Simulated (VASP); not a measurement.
Crystal: ZnSe.

```
Zn Se
1.0
     3.58170    0.00000    0.00000
     0.00000    3.58170    0.00000
     0.00000    0.00000    3.58170
Zn Se
1 1
Direct
  0.50000 0.50000 0.50000
  0.00000 0.00000 0.00000
```

| Item | Value |
| --- | --- |
| Program | VASP 6.6.1 |
| Task | relaxation of cell and atoms |
| Functional | PBE |
| Potentials or basis | VASP PAW PBE potentials, release 64 (Zn, Se) |
| Cutoff | 500 eV |
| k mesh | 5 × 5 × 5 |
| Occupations | tetrahedron |
| Spin | no spin polarisation |

At the start: pressure -7.3 GPa; volume 22.97 Å³/atom.

**Question.** How do energy, volume and symmetry change on relaxing?

**Answer.** Over 3 steps the energy falls by 102.4 meV/atom and the volume is 19.24 Å³/atom (-16.3 %); space group Pm-3m (No. 221, to 0.05 Å).

Step by step:
```tsv
step	energy change (eV)	largest force (eV/Å)	pressure (GPa)	volume (Å³)
1	0.0000	0.0000	-7.32	45.95
2	-0.2009	0.0000	-1.37	39.32
3	-0.2048	0.0000	-0.08	38.47
```

Final structure:
```
CELL_PARAMETERS angstrom
3.37584 0.00000 0.00000
0.00000 3.37584 0.00000
0.00000 0.00000 3.37584
ATOMIC_POSITIONS crystal
Zn 0.50000 0.50000 0.50000
Se 0.00000 0.00000 0.00000
```

Caveat: the volume moved by over 15 % at a fixed basis, so the end points are rough.
